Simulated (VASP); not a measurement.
## B8N7 (a cell with a defect): single point with PBE

B8N7 (a cell with a defect):

```
B N
1.0
     0.00000    0.00000   -5.09828
     4.42274    0.00000   -2.54914
     0.00000   -4.42274   -2.54914
B N
8 7
Direct
  0.57571 0.17429 0.17429
  0.07571 0.17429 0.17429
  0.50000 0.32571 0.67429
  0.00000 0.32571 0.67429
  0.50000 0.67429 0.32571
  0.00000 0.67429 0.32571
  0.92429 0.82571 0.82571
  0.42429 0.82571 0.82571
  0.75000 0.81262 0.18738
  0.68738 0.31262 0.31262
  0.18738 0.31262 0.31262
  0.31262 0.68738 0.68738
  0.81262 0.68738 0.68738
  0.25000 0.00000 0.00000
  0.75000 0.18738 0.81262
```

This cell differs from its parent crystal: atoms taken out, atom 14 moved 0.500 of the way to it and +0.000 Å across, host rigid.

```
Program             : VASP 6.6.1
Task                : single point
Functional          : PBE
Potentials or basis : VASP PAW PBE potentials, release 64 (B, N)
Cutoff              : 520 eV
k mesh              : 6 × 6 × 6
Occupations         : gaussian, width 0.05 eV
Spin                : no spin polarisation
```

* Largest force: 31.014 eV/Å

Forces on the atoms (eV/Å):
```
B    -0.440   0.440   0.000
B    21.931 -21.931   0.000
B     2.165   2.165  -4.403
B     2.165   2.165   4.403
B    -2.165  -2.165  -4.403
B    -2.165  -2.165   4.403
B     0.440  -0.440   0.000
B   -21.931  21.931   0.000
N     0.394   0.394   0.000
N     0.973  -0.973   2.071
N     0.973  -0.973  -2.071
N    -0.973   0.973   2.071
N    -0.973   0.973  -2.071
N     0.000   0.000   0.000
N    -0.394  -0.394   0.000
```

Levels at points of the mesh, in eV from the Fermi level:
| k point | band 24 | band 25 | band 26 | band 27 | band 28 | band 29 | band 30 | band 31 | band 32 | band 33 |
| --- | --- | --- | --- | --- | --- | --- | --- | --- | --- | --- |
| (0.00, 0.00, 0.00) | -1.93 | -1.63 | -0.81 | -0.79 | -0.42 | -0.19 | 2.87 | 5.17 | 5.88 | 6.08 |
| (0.50, 0.00, 0.00) | -3.16 | -1.62 | -1.42 | -1.32 | -0.43 | 0.86 | 2.48 | 2.90 | 3.67 | 4.93 |
| (0.50, 0.50, 0.00) | -2.98 | -2.34 | -1.63 | -1.59 | -0.68 | 1.34 | 2.73 | 2.87 | 3.75 | 4.53 |
| (0.00, 0.50, 0.00) | -2.54 | -1.74 | -1.58 | -1.02 | 0.20 | 0.20 | 1.64 | 3.68 | 5.09 | 6.34 |
| (0.00, 0.50, 0.50) | -2.98 | -2.82 | -2.08 | -1.95 | -1.32 | 0.32 | 2.32 | 2.43 | 5.10 | 5.11 |

Run time: 7 min on 1 thread of Intel(R) Xeon(R) Platinum 8259CL CPU @ 2.50GHz (Skylake/Cascade Lake), on a shared host, peak memory 0.29 GiB.

Caveat: the cell carries a net charge on a neutralising background, which shifts energy and pressure; the cell differs from its parent crystal (atoms taken out, atom 14 moved 0.500 of the way to it and +0.000 Å across, host rigid); the cell is charged against a uniform background, so pressure and absolute levels hang on convention.
